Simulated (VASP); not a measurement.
Wanted: the native input for a VASP 6.6.1 run.

```yaml
Task: single point
Functional: PBE
Potentials_or_basis: VASP PAW PBE potentials, release 64 (Mg, O)
Cutoff: 520 eV
k_mesh: 10 × 10 × 10
Occupations: gaussian, width 0.05 eV
Spin: no spin polarisation
Dipole_correction: no
Further_INCAR_settings: ALGO = Normal; EDIFF = 1e-06; NBANDS = 11
```

The structure of MgO lies in POSCAR:

```
MgO
1.0
    0.0000000000      2.1351500000      2.1351500000
    2.1351500000      0.0000000000      2.1351500000
    2.1351500000      2.1351500000      0.0000000000
Mg O
1 1
Direct
    0.0000000000      0.0000000000      0.0000000000
    0.3594946491      0.3594946491      0.5411530645
```

This cell differs from its parent crystal: atom 2 (O) moved by (-0.300, -0.600) A along [1 1 0] and z.

One way to write it, as run:

INCAR

```
SYSTEM = MgO
PREC = Accurate
ENCUT = 520
EDIFF = 1E-6
ISMEAR = 0
SIGMA = 0.05
LREAL = .FALSE.
LASPH = .TRUE.
NELM = 60
ALGO = Normal
ISIF = 2
LWAVE = .FALSE.
LCHARG = .FALSE.
GGA = PE
NBANDS = 11
```

KPOINTS

```
Automatic mesh
0
G
  10 10 10
  0 0 0
```

Potentials or basis: VASP PAW PBE potentials, release 64 (Mg, O).

The run is started by

```bash
$ cat potpaw_PBE.64/Mg/POTCAR potpaw_PBE.64/O/POTCAR > POTCAR
$ mpirun -np 1 vasp_std > vasp.out
```

It gave:

```
Pressure               : 47.5 GPa
Largest force          : 11.053 eV/Å
Band gap on the k mesh : 4.11 eV, indirect (least direct gap 4.12 eV)
```

Caveat: the cell differs from its parent crystal (atom 2 (O) moved by (-0.300, -0.600) A along [1 1 0] and z); forces of over 1 eV/Å act on the atoms, so gaps and moduli don't describe the material at rest.

Run time: 45 s on 1 thread of AMD EPYC 7R43 64-Core Processor (Zen 3), with other jobs on the host, peak memory 0.15 GiB.
